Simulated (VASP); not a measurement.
A run of VASP 6.6.1:

Contents of POSCAR:

```
ScCo
1.0
    3.1360989684      0.0000000000      0.0000000000
    0.0000000000      3.1360989684      0.0000000000
    0.0000000000      0.0000000000      3.1360989684
Sc Co
1 1
Direct
    0.5000000000      0.5000000000      0.5000000000
    0.0000000000      0.0000000000      0.0000000000
```

Contents of INCAR.step1:

```
SYSTEM = ScCo
PREC = Accurate ; ENCUT = 520
ISMEAR = 0 ; SIGMA = 0.1
LREAL = .False. ; LASPH = .True.
NELM = 150 ; ISPIN = 2
MAGMOM = -0.45 1.34 ; LMAXMIX = 4
NBANDS = 21 ; GGA = PE
ALGO = Normal ; EDIFF = 1E-4
LWAVE = .True. ; LCHARG = .False.
```

Contents of INCAR.step2:

```
SYSTEM = ScCo
PREC = Accurate ; ENCUT = 520
EDIFF = 1E-6 ; ISMEAR = 0
SIGMA = 0.1 ; LREAL = .False.
LASPH = .True. ; NELM = 150
ALGO = Normal ; ISIF = 2
LWAVE = .False. ; LCHARG = .False.
ISPIN = 2 ; MAGMOM = -0.45 1.34
LORBIT = 11 ; LMAXMIX = 4
METAGGA = R2SCAN ; LMIXTAU = .True.
NBANDS = 21 ; ISTART = 1
```

Contents of KPOINTS:

```
regular mesh
0
Gamma
  12 12 12
  0 0 0
```

Potentials or basis: VASP PAW PBE potentials, release 64 (Sc_sv, Co).

The run is started by

```sh
$ cat potpaw_PBE.64/Sc_sv/POTCAR potpaw_PBE.64/Co/POTCAR > POTCAR
$ cp INCAR.step1 INCAR
$ mpirun -np 1 vasp_std > vasp.out
$ cp INCAR.step2 INCAR
$ mpirun -np 1 vasp_std > vasp.out
```

Hardware: 1 thread of Intel(R) Xeon(R) Platinum 8259CL CPU @ 2.50GHz (Skylake/Cascade Lake), with other jobs on the host.

Question: How long does it take, and how much memory?

Answer: It took 4.9 min on 1 thread of Intel(R) Xeon(R) Platinum 8259CL CPU @ 2.50GHz (Skylake/Cascade Lake) (shared host), peak memory 0.22 GiB. Counts: k points 84.
